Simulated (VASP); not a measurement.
# Te (P3_121) in VASP: a series of runs, part 2 of 2

VASP 6.6.1. The steps go on from the part before.

## 4. Single point, PBE (zz strain of -2 %)

INCAR

```
SYSTEM = Te
PREC = Accurate
ENCUT = 520
EDIFF = 1E-7
ISMEAR = -1
SIGMA = 0.08
LREAL = .False.
LASPH = .True.
NELM = 80
ALGO = Normal
ISIF = 2
LWAVE = .False.
LCHARG = .False.
GGA = PE
NBANDS = 16
```

KPOINTS

```
regular mesh
0
Gamma
  9 9 6
  0 0 0
```

POSCAR

```
Te
1.0
    4.4579994587      0.0000000000      0.0000000000
   -2.2289997294      3.8607407813      0.0000000000
    0.0000000000      0.0000000000      5.8065000000
Te
3
Direct
    0.7450000000      0.0000000000      0.3333333333
    0.0000000000      0.7450000000      0.6666666667
    0.2550000000      0.2550000000      0.0000000000
```

Potentials or basis: VASP PAW PBE potentials, release 64 (Te).

Started as:

```sh
> cat potpaw_PBE.64/Te/POTCAR > POTCAR
> mpirun -np 1 vasp_std > vasp.out
```

OUTCAR:

```text
SYSTEM = Te
   PREC = Accurate
   ENCUT = 520
   EDIFF = 1E-7
   ISMEAR = -1
   LREAL = .False.
   LASPH = .True.
   NELM = 80
   ISIF = 2
   GGA = PE

 ion  position               nearest neighbor table
   1  0.745  0.000  0.333-   3 2.76   2 2.76   3 3.51   3 3.51   2 3.51   2 3.51
   2  0.000  0.745  0.667-   3 2.76   1 2.76   3 3.51   3 3.51   1 3.51   1 3.51
   3  0.255  0.255  0.000-   1 2.76   2 2.76   2 3.51   1 3.51   1 3.51   2 3.51

  LATTYP: Found a hexagonal cell.
 ALAT       =     4.4579994587
 C/A-ratio  =     1.3024900639

  Lattice vectors:

[... 633 lines left out ...]
      6       2.9734      2.00000
[... 8 lines left out ...]
     15      12.7612      0.00000
     16      13.0926      0.00000

 [... further k-points ...]
[... 5 lines left out ...]
  --------------------------------------------------------------------------------------
  -------------------------------------------------------------------------------------
  Total        2.4984086      2.4984086      3.9540113     -0.0000000     -0.0000000      0.0000000
  in kB       40.0542835     40.0542835     63.3903872     -0.0000000     -0.0000000      0.0000000
  external PRESSURE =      47.8329847 kB  Pullay stress =       0.0000000 kB

 VOLUME and BASIS-vectors are now :
 -----------------------------------------------------------------------------
  energy-cutoff  :      520.00
  volume of cell :       99.94
      direct lattice vectors                 reciprocal lattice vectors
     4.457999459  0.000000000  0.000000000     0.224315864  0.129508824  0.000000000
    -2.228999729  3.860740781  0.000000000     0.000000000  0.259017649  0.000000000
     0.000000000  0.000000000  5.806500000     0.000000000  0.000000000  0.172220787

 POSITION                                       TOTAL-FORCE (eV/Angst)
 -----------------------------------------------------------------------------------
      3.32121      0.00000      1.93550        -0.838030     -0.000000     -0.000000
     -1.66060      2.87625      3.87100         0.419015     -0.725755      0.000000
      0.56839      0.98449      0.00000         0.419015      0.725755      0.000000
 -----------------------------------------------------------------------------------
    total drift:                                0.000000      0.000000     -0.000000

  FREE ENERGIE OF THE ION-ELECTRON SYSTEM (eV)
  ---------------------------------------------------
  free  energy   TOTEN  =        -9.2839783552 eV

  energy  without entropy=       -9.2823245416  energy(sigma->0) =       -9.28315145
```

Run time: 37 s. Hardware: 1 thread of Intel Xeon Platinum 8559C (Emerald Rapids), shared host; peak memory 0.27 GiB.

Results:

| Quantity | Value |
| --- | --- |
| Free energy | -9.2840 eV |
| Pressure | 4.8 GPa |
| Largest force | 0.838 eV/Å |
| Band gap on the k mesh | 0.26 eV, direct |

Forces on the atoms (eV/Å):
```
Te  -0.838  0.000  0.000
Te   0.419 -0.726  0.000
Te   0.419  0.726  0.000
```

Stress tensor (GPa, compression positive):
```
4.01 0.00 0.00
0.00 4.01 0.00
0.00 0.00 6.34
```

Levels at points of the mesh, in eV from the valence-band top:
```
           k point  band 5  band 6  band 7  band 8  band 9  band 10  band 11  band 12  band 13  band 14
(0.00, 0.00, 0.00)   -2.97   -2.97   -1.79   -1.79   -0.71     1.13     1.13     1.70     4.86     4.86
(0.00, 0.00, 0.50)   -2.83   -2.83   -1.45   -1.24   -1.24     0.60     0.70     0.70     3.99     5.27
```

Caveat: the cell differs from its parent crystal (zz strain of -2 %); spin-orbit coupling is left out, which moves the levels of the heavy elements. A k mesh can miss the band edges.

## 5. Single point, PBE (zz strain of +1 %)

INCAR

```
ALGO = Normal
EDIFF = 1E-6
ENCUT = 520
GGA = PE
ISIF = 2
ISMEAR = -1
LASPH = True
LCHARG = False
LREAL = False
LWAVE = False
NBANDS = 16
NELM = 100
PREC = Accurate
SIGMA = 0.08
```

KPOINTS

```
k-points
0
Gamma
  9 9 6
```

POSCAR: that of step 4 with these lines changed.

```diff
@@ -4,3 +4,3 @@
    -2.2289997294      3.8607407813      0.0000000000
-    0.0000000000      0.0000000000      5.8065000000
+    0.0000000000      0.0000000000      5.9842500000
 Te
```

Started as:

```sh
> cat potpaw_PBE.64/Te/POTCAR > POTCAR
> mpirun -np 1 vasp_std > vasp.out
```

Wall time 33 s (1 thread of Intel Xeon Platinum 8559C (Emerald Rapids), shared host); peak memory 0.27 GiB.

The run converged. Its results:

```yaml
Free_energy: -9.3709 eV
Pressure: 2.4 GPa
Largest_force: 0.543 eV/Å
```

Forces in eV/Å, atoms in the order of the input:
```
Te  -0.543  0.000  0.000
Te   0.272 -0.471  0.000
Te   0.272  0.471  0.000
```

Stress tensor (GPa, compression positive):
```
2.25 0.00 0.00
0.00 2.25 0.00
0.00 0.00 2.84
```

Levels at points of the mesh, in eV from the Fermi level:
```tsv
k point	band 6	band 7	band 8	band 9	band 10	band 11	band 12	band 13
(0.00, 0.00, 0.00)	-2.93	-1.69	-1.69	-0.69	0.96	0.96	1.71	4.81
(0.00, 0.00, 0.50)	-2.70	-1.43	-1.15	-1.15	0.53	0.71	0.71	3.95
```

Caveat: the cell differs from its parent crystal (zz strain of +1 %); spin-orbit coupling is left out, which moves the levels of the heavy elements.

## 6. Single point, PBE (zz strain of +3 %)

INCAR

```
PREC     = Accurate       # precision mode
ENCUT    = 520            # plane-wave cutoff, eV
EDIFF    = 1E-7           # SCF threshold, eV
ISMEAR   = -1             # smearing method
SIGMA    = 0.08           # smearing width, eV
LREAL    = False          # projectors in reciprocal space
LASPH    = True           # aspherical terms in the spheres
NELM     = 60             # most SCF steps
ALGO     = Normal         # electronic algorithm
ISIF     = 2              # what is computed and relaxed
LWAVE    = False          # write WAVECAR
LCHARG   = False          # write CHGCAR
GGA      = PE             # functional
NBANDS   = 16             # bands
```

KPOINTS

```
Automatic mesh
0
Gamma
  9 9 6
```

POSCAR: that of step 5 with these lines changed.

```diff
@@ -4,3 +4,3 @@
    -2.2289997294      3.8607407813      0.0000000000
-    0.0000000000      0.0000000000      5.9842500000
+    0.0000000000      0.0000000000      6.1027500000
 Te
```

Potentials or basis: VASP PAW PBE potentials, release 64 (Te).

Started as:

```sh
> cat potpaw_PBE.64/Te/POTCAR > POTCAR
> mpirun -np 1 vasp_std > vasp.out
```

It took 39 s on 1 thread of Intel Xeon Platinum 8559C (Emerald Rapids), shared host; peak memory 0.27 GiB.

Results (log left out):

| Quantity | Value |
| --- | --- |
| Free energy | -9.3934 eV |
| Pressure | 1.1 GPa |
| Largest force | 0.375 eV/Å |
| Band gap on the k mesh | zero (filled and empty bands touch) |

Forces on the atoms (eV/Å):
```
Te  -0.375  0.000  0.000
Te   0.188 -0.325  0.000
Te   0.188  0.325  0.000
```

Stress tensor (GPa, compression positive):
```
1.29 0.00 0.00
0.00 1.29 0.00
0.00 0.00 0.73
```

Levels at points of the mesh, in eV from the Fermi level:
```csv
k point,band 6,band 7,band 8,band 9,band 10,band 11,band 12,band 13
"(0.00, 0.00, 0.00)",-2.79,-1.52,-1.52,-0.56,0.97,0.97,1.82,4.89
"(0.00, 0.00, 0.50)",-2.50,-1.31,-0.99,-0.99,0.59,0.82,0.82,4.04
```

Caveat: the cell differs from its parent crystal (zz strain of +3 %); spin-orbit coupling is left out, which moves the levels of the heavy elements.

## 7. Summary

| cell | gap on the mesh (eV) | pressure (GPa) | largest force (eV/Å) |
| --- | --- | --- | --- |
| a = 4.369, b = 4.369, c = 5.925 Å, angles 90.0, 90.0, 120.0°, 3 atoms | - | 5.2 | 0.89 |
| a = 4.503, b = 4.503, c = 5.925 Å, angles 90.0, 90.0, 120.0°, 3 atoms | 0.20 | 2.3 | 0.51 |
| a = 4.458, b = 4.458, c = 5.806 Å, angles 90.0, 90.0, 120.0°, 3 atoms | 0.26 | 4.8 | 0.84 |
| a = 4.458, b = 4.458, c = 5.984 Å, angles 90.0, 90.0, 120.0°, 3 atoms | - | 2.4 | 0.54 |
| a = 4.458, b = 4.458, c = 6.103 Å, angles 90.0, 90.0, 120.0°, 3 atoms | none | 1.1 | 0.38 |

Alike in all rows: task single point; level PBE; potentials or basis VASP PAW PBE potentials, release 64 (Te); no spin polarisation; k mesh 9 × 9 × 6; cutoff (eV) 520; smearing fermi-dirac 0.08 eV.

Caveats: spin-orbit coupling is left out, which moves the levels of the heavy elements.

Total energies depend on the potentials used, so only differences within one code and one set of settings carry meaning.
